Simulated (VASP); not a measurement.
# C (P6_3/mmc) in VASP: a series of runs

C is run at these levels: LDA; tasks: single point, relaxation of cell and atoms.

Program: VASP 6.6.1. These are calculated values, not measurements. Logs are shortened: lines on timing, memory, paths and dates and some standing lists are left out, and cuts for length are marked.

### 1 The cell of the first run

The structure is hexagonal, space group P6_3/mmc (No. 194). Conventional cell: a = 2.445 Å, b = 2.445 Å, c = 6.652 Å, α = 90.00°, β = 90.00°, γ = 120.00°. C (site symmetry -6m2) has 3 C at 1.41 Å within 1.9 Å. Within 1.9 Å of C (site symmetry -6m2) lie 3 C at 1.41 Å.

### 2 Single point, LDA

Contents of INCAR:

```
SYSTEM = C
PREC = Accurate
ENCUT = 520
EDIFF = 1E-6
ISMEAR = 0
SIGMA = 0.1
LREAL = .FALSE.
LASPH = .TRUE.
NELM = 60
ALGO = Normal
ISIF = 2
LWAVE = .FALSE.
LCHARG = .FALSE.
NBANDS = 16
```

Contents of KPOINTS:

```
regular mesh
0
G
  21 21 6
  0 0 0
```

Contents of POSCAR:

```
C
1.0
    2.4449143613      0.0000000000      0.0000000000
   -1.2224571807      2.1173579470      0.0000000000
    0.0000000000      0.0000000000      6.6517646278
C
4
Direct
    0.0000000000      0.0000000000      0.2500000000
    0.0000000000      0.0000000000      0.7500000000
    0.3333333333      0.6666666667      0.2500000000
    0.6666666667      0.3333333333      0.7500000000
```

Potentials or basis: VASP PAW LDA potentials, release 64 (C).

Run with:

```bash
cat potpaw_LDA.64/C/POTCAR > POTCAR
mpirun -np 1 vasp_std > vasp.out
```

OUTCAR:

```text
SYSTEM = C
   PREC = Accurate
   ENCUT = 520
   EDIFF = 1E-6
   ISMEAR = 0
   LREAL = .FALSE.
   LASPH = .TRUE.
   NELM = 60
   ISIF = 2

 ion  position               nearest neighbor table
   1  0.000  0.000  0.250-   3 1.41   3 1.41   3 1.41
   2  0.000  0.000  0.750-   4 1.41   4 1.41   4 1.41
   3  0.333  0.667  0.250-   1 1.41   1 1.41   1 1.41
   4  0.667  0.333  0.750-   2 1.41   2 1.41   2 1.41

  LATTYP: Found a hexagonal cell.
 ALAT       =     2.4449143613
 C/A-ratio  =     2.7206534237

  Lattice vectors:

 A1 = (   2.4449143613,   0.0000000000,   0.0000000000)
 A2 = (  -1.2224571807,   2.1173579470,   0.0000000000)
 A3 = (   0.0000000000,   0.0000000000,   6.6517646278)

Analysis of symmetry for initial positions (statically):
=====================================================================
 Subroutine PRICEL returns:
 Original cell was already a primitive cell.

 Routine SETGRP: Setting up the symmetry group for a
 hexagonal supercell.

 Subroutine GETGRP returns: Found 24 space group operations
 (whereof 12 operations were pure point group operations)
 out of a pool of 24 trial point group operations.

The static configuration has the point symmetry D_3d.
 The point group associated with its full space group is D_6h.

Analysis of symmetry for dynamics (positions and initial velocities):
=====================================================================
 Subroutine PRICEL returns:
 Original cell was already a primitive cell.

 Routine SETGRP: Setting up the symmetry group for a
 hexagonal supercell.

 Subroutine GETGRP returns: Found 24 space group operations
 (whereof 12 operations were pure point group operations)
 out of a pool of 24 trial point group operations.

The dynamic configuration has the point symmetry D_3d.
 The point group associated with its full space group is D_6h.

 Subroutine INISYM returns: Found 24 space group operations
 (whereof 12 operations are pure point group operations),
 and found     1 'primitive' translations

----------------------------------------------------------------------------------------

                                     Primitive cell

  volume of cell :      34.4346

  direct lattice vectors                    reciprocal lattice vectors
     2.444914361  0.000000000  0.000000000     0.409012281  0.236143351  0.000000000
    -1.222457181  2.117357947  0.000000000     0.000000000  0.472286701  0.000000000
     0.000000000  0.000000000  6.651764628     0.000000000  0.000000000  0.150336047

  length of vectors
     2.444914361  2.444914361  6.651764628     0.472286701  0.472286701  0.150336047

  position of ions in fractional coordinates (direct lattice)
     0.000000000  0.000000000  0.250000000
     0.000000000  0.000000000  0.750000000
     0.333333333  0.666666667  0.250000000
     0.666666667  0.333333333  0.750000000

  ion indices of the primitive-cell ions
   primitive index   ion index
                 1           1
                 2           2
                 3           3
                 4           4

----------------------------------------------------------------------------------------

 KPOINTS: regular mesh

Automatic generation of k-mesh.
 Grid dimensions read from file:
 generate k-points for:   21   21    6

 Generating k-lattice:

  Cartesian coordinates                     Fractional coordinates (reciprocal lattice)
     0.019476775  0.011244921  0.000000000     0.047619048 -0.000000000  0.000000000
     0.000000000  0.022489843  0.000000000     0.000000000  0.047619048  0.000000000
     0.000000000  0.000000000  0.025056008     0.000000000  0.000000000  0.166666667

  Length of vectors
     0.022489843  0.022489843  0.025056008

  Shift w.r.t. Gamma in fractional coordinates (k-lattice)
     0.000000000  0.000000000  0.000000000

 Subroutine IBZKPT returns following result:
 ===========================================

 Found    192 irreducible k-points:

 Following reciprocal coordinates:
            Coordinates               Weight
  0.000000  0.000000  0.000000      1.000000
  0.047619  0.000000  0.000000      6.000000
  0.095238 -0.000000  0.000000      6.000000
  0.142857  0.000000  0.000000      6.000000
  0.190476 -0.000000  0.000000      6.000000
  0.238095 -0.000000  0.000000      6.000000
[... 16 lines left out ...]
  0.142857  0.095238  0.000000     12.000000
  0.190476  0.095238  0.000000     12.000000
 [... further k-points ...]
   k-points           NKPTS =    192   k-points in BZ     NKDIM =    192   number of bands    NBANDS=     16
   number of dos      NEDOS =    301   number of ions     NIONS =      4
   total plane-waves  NPLWV =  16200
   dimension x,y,z NGX =    18 NGY =   18 NGZ =   50
   dimension x,y,z NGXF=    36 NGYF=   36 NGZF=  100
   ions per type =               4
   NGX,Y,Z   is equivalent  to a cutoff of  12.24, 12.24, 12.50 a.u.
   NGXF,Y,Z  is equivalent  to a cutoff of  24.48, 24.48, 24.99 a.u.
 SYSTEM =  C
   PREC   = accura    normal or accurate (medium, high low for compatibility)
   ISTART =      0    job   : 0-new  1-cont  2-samecut
   ICHARG =      2    charge: 1-file 2-atom 10-const
   ISPIN  =      1    spin polarized calculation?
   LNONCOLLINEAR =      F non collinear calculations
   LSORBIT =      F    spin-orbit coupling
   LASPH  =      T    aspherical Exc in radial PAW
   ENCUT  =  520.0 eV  38.22 Ry    6.18 a.u.   4.55  4.55 12.37*2*pi/ulx,y,z
   NELM   =     60;   NELMIN=  2; NELMDL= -5     # of ELM steps
   EDIFF  = 0.1E-05   stopping-criterion for ELM
   LREAL  =      F    real-space projection
   EDIFFG = 0.1E-04   stopping-criterion for IOM
   NSW    =      0    number of steps for IOM
   IBRION =     -1    ionic relax: 0-MD 1-quasi-New 2-CG
   NFREE  =      0    steps in history (QN), initial steepest desc. (CG)
   ISIF   =      2    stress and relaxation
   ISYM   =      2    0-nonsym 1-usesym 2-fastsym
   POTIM  = 0.5000    time-step for ionic-motion
   TEBEG  =    0.0;   TEEND  =   0.0 temperature during run
   PSTRESS=    0.0 pullay stress
   NELECT =      16.0000    total number of electrons
   NUPDOWN=      -1.0000    fix difference up-down
   EMIN   =  10.00;   EMAX   =-10.00  energy-range for DOS
   EFERMI =   0.00;   METHOD = LEGACY
   ISMEAR =     0;   SIGMA  =   0.10  broadening in eV -4-tet -1-fermi 0-gaus
   EFERMI_NEDOS =   21; number of points for ismear=-14 and -15
   IALGO  =     38    algorithm
   IMIX   =      4    mixing-type and parameters
     AMIX     =   0.40;   BMIX     =  1.00
     AMIX_MAG =   1.60;   BMIX_MAG =  1.00
  volume/ion in A,a.u.               =       8.61        58.09
  Fermi-wavevector in a.u.,A,eV,Ry     =   1.267992  2.396158 21.875502  1.607804
  Thomas-Fermi vector in A             =   2.401111
   LORBIT       =      0    0 simple, 1 ext, 2 COOP (PROOUT), +10 PAW based schemes
   GGA     = CA    functional components
   LHFCALC =     F    Hartree Fock is set to
   AEXX    =    0.0000 exact exchange contribution
   IVDW    =     0    specifies the selected vdW correction
   LEPSILON=     F    determine dielectric tensor
   LRPA    =     F    only Hartree local field effects (RPA)
 non-spin polarized calculation
 Gauss-broadening in eV      SIGMA  =   0.10
  energy-cutoff  :      520.00
  volume of cell :       34.43
 maximum number of plane-waves:       946
   NGX =  9   NGY =  9   NGZ = 25

 number of electron      15.9999995 magnetization

 Free energy of the ion-electron system (eV)
  ---------------------------------------------------
  ext. energy  EPLUGINS =         0.00000000
  ---------------------------------------------------
  free energy    TOTEN  =       -40.44713851 eV

  energy without entropy =      -40.44655189  energy(sigma->0) =      -40.44684520

 E-fermi :   4.7667     XC(G=0): -10.8605

 val. band max:        4.7635712176   @ k =   0.3333   0.3333   0.5000
 cond. band min:       4.7773219037   @ k =   0.3333   0.3333   0.3333
 fundamental gap:      0.0137506862
 Fermi energy:         4.7667056662

 k-point     1 :       0.0000    0.0000    0.0000
  band No.  band energies     occupation
      1     -14.8568      2.00000
      2     -14.5175      2.00000
      3      -4.0065      2.00000
      4      -1.8731      2.00000
      5       1.7848      2.00000
      6       1.7848      2.00000
[... 8 lines left out ...]
     15      16.3382      0.00000
     16      16.5629      0.00000

 k-point     2 :       0.0476    0.0000    0.0000
  band No.  band energies     occupation
      1     -14.8022      2.00000
      2     -14.4640      2.00000
      3      -3.9392      2.00000
      4      -1.8103      2.00000
      5       1.5654      2.00000
      6       1.5911      2.00000
[... 8 lines left out ...]
     15      16.1396      0.00000
     16      16.3775      0.00000

 k-point     3 :       0.0952   -0.0000    0.0000
  band No.  band energies     occupation
      1     -14.6384      2.00000
      2     -14.3036      2.00000
      3      -3.7376      2.00000
      4      -1.6224      2.00000
      5       0.9493      2.00000
      6       0.9895      2.00000
[... 8 lines left out ...]
     15      15.5743      0.00000
     16      15.8485      0.00000

 k-point     4 :       0.1429    0.0000    0.0000
  band No.  band energies     occupation
      1     -14.3660      2.00000
      2     -14.0369      2.00000
      3      -3.4031      2.00000
      4      -1.3117      2.00000
      5       0.0332      2.00000
      6       0.0923      2.00000
[... 8 lines left out ...]
     15      15.2323      0.00000
     16      15.5252      0.00000

 k-point     5 :       0.1905   -0.0000    0.0000
  band No.  band energies     occupation
      1     -13.9861      2.00000
      2     -13.6649      2.00000
      3      -2.9382      2.00000
      4      -1.0791      2.00000
      5      -0.9987      2.00000
      6      -0.8821      2.00000
[... 8 lines left out ...]
     15      16.4929      0.00000
     16      16.5451      0.00000

 k-point     6 :       0.2381   -0.0000    0.0000
  band No.  band energies     occupation
      1     -13.5000      2.00000
      2     -13.1889      2.00000
      3      -2.3471      2.00000
      4      -2.3021      2.00000
      5      -2.1992      2.00000
      6      -0.3405      2.00000
[... 8 lines left out ...]
     15      18.0007      0.00000
     16      18.0504      0.00000
[... 267 lines left out ...]
 k-point    21 :       0.4762    0.0476    0.0000
  band No.  band energies     occupation
      1      -9.3382      2.00000
      2      -9.2145      2.00000
      3      -8.4921      2.00000
      4      -8.3995      2.00000
      5      -1.8655      2.00000
      6      -1.8008      2.00000
[... 8 lines left out ...]
     15      18.6803      0.00000
     16      19.5172      0.00000

 k-point    22 :       0.0952    0.0952    0.0000
  band No.  band energies     occupation
      1     -14.2030      2.00000
      2     -13.8773      2.00000
      3      -3.2033      2.00000
      4      -1.1265      2.00000
      5      -0.2911      2.00000
      6      -0.2533      2.00000
[... 8 lines left out ...]
     15      15.3023      0.00000
     16      15.6265      0.00000

 k-point    23 :       0.1429    0.0952    0.0000
  band No.  band energies     occupation
      1     -13.8238      2.00000
      2     -13.5060      2.00000
      3      -2.7399      2.00000
      4      -1.2324      2.00000
      5      -1.1740      2.00000
      6      -0.6992      2.00000
[... 8 lines left out ...]
     15      16.0046      0.00000
     16      16.1216      0.00000

 k-point    24 :       0.1905    0.0952    0.0000
  band No.  band energies     occupation
      1     -13.3389      2.00000
      2     -13.0312      2.00000
      3      -2.3406      2.00000
      4      -2.2521      2.00000
      5      -2.1508      2.00000
      6      -0.7620      2.00000
[... 8 lines left out ...]
     15      16.9983      0.00000
     16      17.2236      0.00000

 [... further k-points ...]

------------------------ aborting loop because EDIFF is reached ----------------------------------------

  FORCE on cell =-STRESS in cart. coord.  units (eV):
  Direction    XX          YY          ZZ          XY          YZ          ZX
  --------------------------------------------------------------------------------------
  -------------------------------------------------------------------------------------
  Total        0.2754581      0.2754581     -0.0316313     -0.0000000      0.0000000      0.0000000
  in kB       12.8165577     12.8165577     -1.4717436     -0.0000000      0.0000000      0.0000000
  external PRESSURE =       8.0537906 kB  Pullay stress =       0.0000000 kB

 VOLUME and BASIS-vectors are now :
 -----------------------------------------------------------------------------
  energy-cutoff  :      520.00
  volume of cell :       34.43
      direct lattice vectors                 reciprocal lattice vectors
     2.444914361  0.000000000  0.000000000     0.409012281  0.236143351  0.000000000
    -1.222457181  2.117357947  0.000000000     0.000000000  0.472286701  0.000000000
     0.000000000  0.000000000  6.651764628     0.000000000  0.000000000  0.150336047

 POSITION                                       TOTAL-FORCE (eV/Angst)
 -----------------------------------------------------------------------------------
      0.00000      0.00000      1.66294        -0.000000      0.000000     -0.000000
      0.00000      0.00000      4.98882         0.000000     -0.000000     -0.000000
     -0.00000      1.41157      1.66294        -0.000000      0.000000      0.000000
      1.22246      0.70579      4.98882         0.000000     -0.000000     -0.000000
 -----------------------------------------------------------------------------------
    total drift:                                0.000000     -0.000000      0.000000

  FREE ENERGIE OF THE ION-ELECTRON SYSTEM (eV)
  ---------------------------------------------------
  free  energy   TOTEN  =       -40.4471385096 eV

  energy  without entropy=      -40.4465518920  energy(sigma->0) =      -40.44684520
```

Run time: 46 s. Hardware: 1 thread of AMD EPYC 9R45 (Zen 5), shared host; peak memory 0.15 GiB.

What came out:

```
Free energy            : -40.4471 eV
Pressure               : 0.8 GPa
Band gap on the k mesh : zero (bands 8 and 9 overlap by 0.03 eV)
```

Levels at points of the mesh, in eV from the Fermi level:
| k point | band 4 | band 5 | band 6 | band 7 | band 8 | band 9 | band 10 | band 11 | band 12 | band 13 |
| --- | --- | --- | --- | --- | --- | --- | --- | --- | --- | --- |
| (0.00, 0.00, 0.00) | -6.64 | -2.98 | -2.98 | -2.96 | -2.96 | 3.88 | 8.45 | 8.45 | 8.51 | 8.51 |
| (0.00, 0.00, 0.50) | -7.82 | -2.97 | -2.97 | -2.97 | -2.97 | 6.61 | 6.61 | 8.48 | 8.48 | 8.48 |

(Part 1 of 2 ends here.)
